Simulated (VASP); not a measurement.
# TlBr (Pm-3m) in VASP: further runs

The runs below take TlBr through single point, with PBE-based screened hybrid with 15 % exact exchange, PBE-based screened hybrid with 35 % exact exchange, PBE-based screened hybrid with 10 % exact exchange, PBE-based screened hybrid with 30 % exact exchange.

Program: VASP 6.6.1. These are calculated values, not measurements. Logs are shortened: lines on timing, memory, paths and dates and some standing lists are left out, and cuts for length are marked.

### 1 The cell of the first run

It takes space group Pm-3m (No. 221, cubic). Conventional cell: a = 3.995 Å, b = 3.995 Å, c = 3.995 Å, α = 90.00°, β = 90.00°, γ = 90.00°. Tl (site symmetry m-3m) has 8 Br at 3.46 Å and 6 Tl at 3.99 Å within 4.5 Å. Within 4.5 Å of Br (site symmetry m-3m) lie 8 Tl at 3.46 Å and 6 Br at 3.99 Å.

### 2 Single point, PBE-based screened hybrid with 15 % exact exchange

POSCAR

```
TlBr
1.0
    3.9949064284      0.0000000000      0.0000000000
    0.0000000000      3.9949064284      0.0000000000
    0.0000000000      0.0000000000      3.9949064284
Tl Br
1 1
Direct
    0.0000000000      0.0000000000      0.0000000000
    0.5000000000      0.5000000000      0.5000000000
```

INCAR.step1

```
PREC     = Accurate       # precision mode
ENCUT    = 400            # plane-wave cutoff, eV
EDIFF    = 1E-5           # SCF threshold, eV
ISMEAR   = 0              # smearing method
SIGMA    = 0.01           # smearing width, eV
LREAL    = F              # projectors in reciprocal space
LASPH    = T              # aspherical terms in the spheres
NELM     = 120            # most SCF steps
ALGO     = Normal         # electronic algorithm
ISIF     = 2              # what is computed and relaxed
LWAVE    = T              # write WAVECAR
LCHARG   = F              # write CHGCAR
GGA      = PE             # functional
NBANDS   = 17             # bands
GGA_COMPAT= F
```

INCAR.step2

```
PREC     = Accurate       # precision mode
ENCUT    = 400            # plane-wave cutoff, eV
EDIFF    = 1E-6           # SCF threshold, eV
ISMEAR   = 0              # smearing method
SIGMA    = 0.01           # smearing width, eV
LREAL    = F              # projectors in reciprocal space
LASPH    = T              # aspherical terms in the spheres
NELM     = 120            # most SCF steps
ALGO     = Normal         # electronic algorithm
ISIF     = 2              # what is computed and relaxed
LWAVE    = F              # write WAVECAR
LCHARG   = F              # write CHGCAR
GGA      = PE             # functional
LHFCALC  = T              # exact exchange
AEXX     = 0.15           # exact-exchange fraction
HFSCREEN = 0.2078         # screening, 1/A
PRECFOCK = Normal       
ISTART   = 1            
NBANDS   = 17             # bands
GGA_COMPAT= F
```

KPOINTS

```
regular mesh
0
Gamma
  4 4 4
```

Potentials or basis: VASP PAW PBE potentials, release 64 (Tl_d, Br).

On the command line:

```
$ cat potpaw_PBE.64/Tl_d/POTCAR potpaw_PBE.64/Br/POTCAR > POTCAR
$ cp INCAR.step1 INCAR
$ mpirun -np 1 vasp_std > vasp.out
$ cp INCAR.step2 INCAR
$ mpirun -np 1 vasp_std > vasp.out
```

OUTCAR:

```text
PREC = Accurate
   ENCUT = 400
   EDIFF = 1E-6
   ISMEAR = 0
   LREAL = F
   LASPH = T
   NELM = 120
   ISIF = 2
   GGA = PE
   LHFCALC = T
   AEXX = 0.15
   HFSCREEN = 0.2078
   PRECFOCK = Normal
   ISTART = 1

 ion  position               nearest neighbor table
   1  0.000  0.000  0.000-   2 3.46   2 3.46   2 3.46   2 3.46   2 3.46   2 3.46   2 3.46   2 3.46

   2  0.500  0.500  0.500-   1 3.46   1 3.46   1 3.46   1 3.46   1 3.46   1 3.46   1 3.46   1 3.46

  LATTYP: Found a simple cubic cell.
 ALAT       =     3.9949064284

  Lattice vectors:

 A1 = (   3.9949064284,   0.0000000000,   0.0000000000)
 A2 = (   0.0000000000,   3.9949064284,   0.0000000000)
 A3 = (   0.0000000000,   0.0000000000,   3.9949064284)

Analysis of symmetry for initial positions (statically):
=====================================================================
 Subroutine PRICEL returns:
 Original cell was already a primitive cell.

 Routine SETGRP: Setting up the symmetry group for a
 simple cubic supercell.

 Subroutine GETGRP returns: Found 48 space group operations
 (whereof 48 operations were pure point group operations)
 out of a pool of 48 trial point group operations.

The static configuration has the point symmetry O_h .

Analysis of symmetry for dynamics (positions and initial velocities):
=====================================================================
 Subroutine PRICEL returns:
 Original cell was already a primitive cell.

 Routine SETGRP: Setting up the symmetry group for a
 simple cubic supercell.

 Subroutine GETGRP returns: Found 48 space group operations
 (whereof 48 operations were pure point group operations)
 out of a pool of 48 trial point group operations.

The dynamic configuration has the point symmetry O_h .

 Subroutine INISYM returns: Found 48 space group operations
 (whereof 48 operations are pure point group operations),
 and found     1 'primitive' translations

----------------------------------------------------------------------------------------

                                     Primitive cell

  volume of cell :      63.7558

  direct lattice vectors                    reciprocal lattice vectors
     3.994906428  0.000000000  0.000000000     0.250318754  0.000000000  0.000000000
     0.000000000  3.994906428  0.000000000     0.000000000  0.250318754  0.000000000
     0.000000000  0.000000000  3.994906428     0.000000000  0.000000000  0.250318754

  length of vectors
     3.994906428  3.994906428  3.994906428     0.250318754  0.250318754  0.250318754

  position of ions in fractional coordinates (direct lattice)
     0.000000000  0.000000000  0.000000000
     0.500000000  0.500000000  0.500000000

  ion indices of the primitive-cell ions
   primitive index   ion index
                 1           1
                 2           2

----------------------------------------------------------------------------------------

 KPOINTS: regular mesh

Automatic generation of k-mesh.
 Grid dimensions read from file:
 generate k-points for:    4    4    4

 Generating k-lattice:

  Cartesian coordinates                     Fractional coordinates (reciprocal lattice)
     0.062579689  0.000000000  0.000000000     0.250000000  0.000000000  0.000000000
     0.000000000  0.062579689  0.000000000     0.000000000  0.250000000  0.000000000
     0.000000000  0.000000000  0.062579689     0.000000000  0.000000000  0.250000000

  Length of vectors
     0.062579689  0.062579689  0.062579689

  Shift w.r.t. Gamma in fractional coordinates (k-lattice)
     0.000000000  0.000000000  0.000000000

 Subroutine IBZKPT returns following result:
 ===========================================

 Found     10 irreducible k-points:

 Following reciprocal coordinates:
            Coordinates               Weight
  0.000000  0.000000  0.000000      1.000000
  0.250000  0.000000  0.000000      6.000000
  0.500000  0.000000  0.000000      3.000000
  0.250000  0.250000  0.000000     12.000000
  0.500000  0.250000  0.000000     12.000000
  0.500000  0.500000  0.000000      3.000000
  0.250000  0.250000  0.250000      8.000000
  0.500000  0.250000  0.250000     12.000000
  0.500000  0.500000  0.250000      6.000000
  0.500000  0.500000  0.500000      1.000000
   k-points           NKPTS =     10   k-points in BZ     NKDIM =     64   number of bands    NBANDS=     17
   number of dos      NEDOS =    301   number of ions     NIONS =      2
   total plane-waves  NPLWV =  21952
   dimension x,y,z NGX =    28 NGY =   28 NGZ =   28
   dimension x,y,z NGXF=    56 NGYF=   56 NGZF=   56
   ions per type =               1   1
   NGX,Y,Z   is equivalent  to a cutoff of  11.65, 11.65, 11.65 a.u.
   NGXF,Y,Z  is equivalent  to a cutoff of  23.30, 23.30, 23.30 a.u.
 SYSTEM =  unknown system
   PREC   = accura    normal or accurate (medium, high low for compatibility)
   ISTART =      1    job   : 0-new  1-cont  2-samecut
   ICHARG =      0    charge: 1-file 2-atom 10-const
   ISPIN  =      1    spin polarized calculation?
   LNONCOLLINEAR =      F non collinear calculations
   LSORBIT =      F    spin-orbit coupling
   LASPH  =      T    aspherical Exc in radial PAW
   ENCUT  =  400.0 eV  29.40 Ry    5.42 a.u.   6.51  6.51  6.51*2*pi/ulx,y,z
   NELM   =    120;   NELMIN=  2; NELMDL=  0     # of ELM steps
   EDIFF  = 0.1E-05   stopping-criterion for ELM
   LREAL  =      F    real-space projection
   EDIFFG = 0.1E-04   stopping-criterion for IOM
   NSW    =      0    number of steps for IOM
   IBRION =     -1    ionic relax: 0-MD 1-quasi-New 2-CG
   NFREE  =      0    steps in history (QN), initial steepest desc. (CG)
   ISIF   =      2    stress and relaxation
   ISYM   =      3    0-nonsym 1-usesym 2-fastsym
   POTIM  = 0.5000    time-step for ionic-motion
   TEBEG  =    0.0;   TEEND  =   0.0 temperature during run
   PSTRESS=    0.0 pullay stress
   NELECT =      20.0000    total number of electrons
   NUPDOWN=      -1.0000    fix difference up-down
   EMIN   =  10.00;   EMAX   =-10.00  energy-range for DOS
   EFERMI =   0.00;   METHOD = LEGACY
   ISMEAR =     0;   SIGMA  =   0.01  broadening in eV -4-tet -1-fermi 0-gaus
   EFERMI_NEDOS =   21; number of points for ismear=-14 and -15
   IALGO  =     38    algorithm
   IMIX   =      1    mixing-type and parameters
     AMIX     =   0.40;   BMIX     =  1.00
     AMIX_MAG =   1.60;   BMIX_MAG =  1.00
  volume/ion in A,a.u.               =      31.88       215.12
  Fermi-wavevector in a.u.,A,eV,Ry     =   1.112359  2.102053 16.835061  1.237342
  Thomas-Fermi vector in A             =   2.248932
   LORBIT       =      0    0 simple, 1 ext, 2 COOP (PROOUT), +10 PAW based schemes
   GGA     = PE    functional components
   LHFCALC =     T    Hartree Fock is set to
   PRECFOCK=normal    Normal, Fast or Accurate (Low or Medium for compatibility)
   ENCUT4O =  -1.0   cutoff for four orbital integrals eV
   NKREDX  =     1    reduce k-point grid by
   NKREDY  =     1    reduce k-point grid by
   NKREDZ  =     1    reduce k-point grid by
   AEXX    =    0.1500 exact exchange contribution
   HFSCREEN=    0.2078 screening length (either q_TF or 0.3 A-1)
   HFSCREENC=   0.2078 screening length for correlation (either q_TF or 0.3 A-1)
   ENCUTFOCK=  -1.0 apply spherical cutoff to Coloumb kernel
   IVDW    =     0    specifies the selected vdW correction
   LEPSILON=     F    determine dielectric tensor
   LRPA    =     F    only Hartree local field effects (RPA)
 non-spin polarized calculation
 Gauss-broadening in eV      SIGMA  =   0.01
  energy-cutoff  :      400.00
  volume of cell :       63.76
 maximum number of plane-waves:      1189
 NGX is ok and might be reduce to    28
  NGX = 20; NGY = 20; NGZ = 20

 number of electron      19.9999997 magnetization

 Free energy of the ion-electron system (eV)
  ---------------------------------------------------
  ext. energy  EPLUGINS =         0.00000000
  ---------------------------------------------------
  free energy    TOTEN  =        -6.14755854 eV

  energy without entropy =       -6.14755854  energy(sigma->0) =       -6.14755854

 E-fermi :   2.0751     XC(G=0):  -8.0140

 val. band max:        1.9659283041   @ k =   0.5000   0.0000   0.0000
 cond. band min:       4.2658897293   @ k =   0.5000   0.0000   0.0000
 fundamental gap:      2.2999614252
 Fermi energy:         2.0751194992

 k-point     1 :       0.0000    0.0000    0.0000
  band No.  band energies     occupation
      1     -12.5174      2.00000
      2      -8.9188      2.00000
      3      -8.9188      2.00000
      4      -8.7521      2.00000
      5      -8.7521      2.00000
      6      -8.7521      2.00000
[... 9 lines left out ...]
     16      13.7080      0.00000
     17      16.0991      0.00000

 k-point     2 :       0.2500    0.0000    0.0000
  band No.  band energies     occupation
      1     -12.3987      2.00000
      2      -8.9140      2.00000
      3      -8.8554      2.00000
      4      -8.7814      2.00000
      5      -8.7814      2.00000
      6      -8.7495      2.00000
[... 9 lines left out ...]
     16      14.6368      0.00000
     17      15.8543      0.00000

 k-point     3 :       0.5000    0.0000    0.0000
  band No.  band energies     occupation
      1     -12.2720      2.00000
      2      -8.9093      2.00000
      3      -8.8103      2.00000
      4      -8.8103      2.00000
      5      -8.7949      2.00000
      6      -8.7470      2.00000
[... 9 lines left out ...]
     16      15.7951      0.00000
     17      16.2189      0.00000

 k-point     4 :       0.2500    0.2500    0.0000
  band No.  band energies     occupation
      1     -12.3084      2.00000
      2      -8.8820      2.00000
      3      -8.8147      2.00000
      4      -8.7838      2.00000
      5      -8.7790      2.00000
      6      -8.7727      2.00000
[... 9 lines left out ...]
     16      13.4861      0.00000
     17      13.9661      0.00000

 k-point     5 :       0.5000    0.2500    0.0000
  band No.  band energies     occupation
      1     -12.2142      2.00000
      2      -8.8699      2.00000
      3      -8.8019      2.00000
      4      -8.7821      2.00000
      5      -8.7703      2.00000
      6      -8.7552      2.00000
[... 9 lines left out ...]
     16      14.0482      0.00000
     17      14.6968      0.00000

 k-point     6 :       0.5000    0.5000    0.0000
  band No.  band energies     occupation
      1     -12.1554      2.00000
      2      -8.8479      2.00000
      3      -8.7933      2.00000
      4      -8.7933      2.00000
      5      -8.7478      2.00000
      6      -8.6991      2.00000
[... 9 lines left out ...]
     16      13.0776      0.00000
     17      13.0776      0.00000

 k-point     7 :       0.2500    0.2500    0.2500
  band No.  band energies     occupation
      1     -12.2252      2.00000
      2      -8.8161      2.00000
      3      -8.8161      2.00000
      4      -8.8037      2.00000
      5      -8.8037      2.00000
      6      -8.7604      2.00000
[... 9 lines left out ...]
     16      13.7090      0.00000
     17      16.2093      0.00000

 k-point     8 :       0.5000    0.2500    0.2500
  band No.  band energies     occupation
      1     -12.1385      2.00000
      2      -8.8451      2.00000
      3      -8.8065      2.00000
      4      -8.8051      2.00000
      5      -8.7709      2.00000
      6      -8.7400      2.00000
[... 9 lines left out ...]
     16      13.5816      0.00000
     17      17.0078      0.00000

 k-point     9 :       0.5000    0.5000    0.2500
  band No.  band energies     occupation
      1     -12.0599      2.00000
      2      -8.8380      2.00000
      3      -8.8380      2.00000
      4      -8.8110      2.00000
      5      -8.7720      2.00000
      6      -8.6976      2.00000
[... 9 lines left out ...]
     16      14.4103      0.00000
     17      17.2898      0.00000

 k-point    10 :       0.5000    0.5000    0.5000
  band No.  band energies     occupation
      1     -11.9577      2.00000
      2      -8.8812      2.00000
      3      -8.8812      2.00000
      4      -8.8812      2.00000
      5      -8.6960      2.00000
      6      -8.6960      2.00000
[... 9 lines left out ...]
     16      15.4268      0.00000
     17      18.9151      0.00000

------------------------ aborting loop because EDIFF is reached ----------------------------------------

  FORCE on cell =-STRESS in cart. coord.  units (eV):
  Direction    XX          YY          ZZ          XY          YZ          ZX
  --------------------------------------------------------------------------------------
  -------------------------------------------------------------------------------------
  Total        0.3094603      0.3094603      0.3094603      0.0000000      0.0000000     -0.0000000
  in kB        7.7767064      7.7767064      7.7767064      0.0000000      0.0000000     -0.0000000
  external PRESSURE =       7.7767064 kB  Pullay stress =       0.0000000 kB

 VOLUME and BASIS-vectors are now :
 -----------------------------------------------------------------------------
  energy-cutoff  :      400.00
  volume of cell :       63.76
      direct lattice vectors                 reciprocal lattice vectors
     3.994906428  0.000000000  0.000000000     0.250318754  0.000000000  0.000000000
     0.000000000  3.994906428  0.000000000     0.000000000  0.250318754  0.000000000
     0.000000000  0.000000000  3.994906428     0.000000000  0.000000000  0.250318754

 POSITION                                       TOTAL-FORCE (eV/Angst)
 -----------------------------------------------------------------------------------
      0.00000      0.00000      0.00000         0.000000      0.000000      0.000000
      1.99745      1.99745      1.99745         0.000000      0.000000      0.000000
 -----------------------------------------------------------------------------------
    total drift:                               -0.000000     -0.000000     -0.000000

  FREE ENERGIE OF THE ION-ELECTRON SYSTEM (eV)
  ---------------------------------------------------
  free  energy   TOTEN  =        -6.1475585411 eV

  energy  without entropy=       -6.1475585411  energy(sigma->0) =       -6.14755854
```

Run time: 5.2 min. Hardware: 1 thread of AMD EPYC 7R13 (Zen 3), shared host; peak memory 0.22 GiB.

What came out:

```
Free energy            : -6.1476 eV
Pressure               : 0.8 GPa
Band gap on the k mesh : 2.30 eV
```

Caveat: the PAW data sets were made with another functional, which shifts forces and pressure a little; spin-orbit coupling is left out, which moves the levels of the heavy elements.

[end of part 1 of 2]
